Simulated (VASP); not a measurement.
Crystal: Sc.

```
Sc
1.0
     2.96967    0.00000    0.00000
     0.00000    2.96967    0.00000
     0.00000    0.00000    2.96967
Sc
1
Direct
  0.00000 0.00000 0.00000
```

* Program: VASP 6.6.1
* Task: relaxation of cell and atoms
* Functional: PBEsol
* Potentials or basis: VASP PAW PBE potentials, release 64 (Sc_sv)
* Cutoff: 600 eV
* k mesh: 18 × 18 × 18
* Occupations: gaussian, width 0.1 eV
* Spin: no spin polarisation

At the start: pressure -2.0 GPa; volume 26.19 Å³/atom.

Task: Where does the relaxation end?

Result: Over 3 steps the energy falls by 9.1 meV/atom and the volume is 24.77 Å³/atom (-5.4 %); space group Pm-3m (No. 221, to 0.05 Å).

The path:
```csv
step,energy change (eV),largest force (eV/Å),pressure (GPa),volume (Å³)
1,0.0000,0.0000,-1.95,26.19
2,-0.0088,0.0000,-0.36,25.00
3,-0.0091,0.0000,-0.03,24.77
```

Final structure:
```yaml
crystal:
  lattice:
    - [2.91496, 0.00000, 0.00000]
    - [0.00000, 2.91496, 0.00000]
    - [0.00000, 0.00000, 2.91496]
  atoms:
    - { symbol: Sc, position: [0.00000, 0.00000, 0.00000] }
```

Caveat: the PAW data sets were made with another functional, which shifts forces and pressure a little.
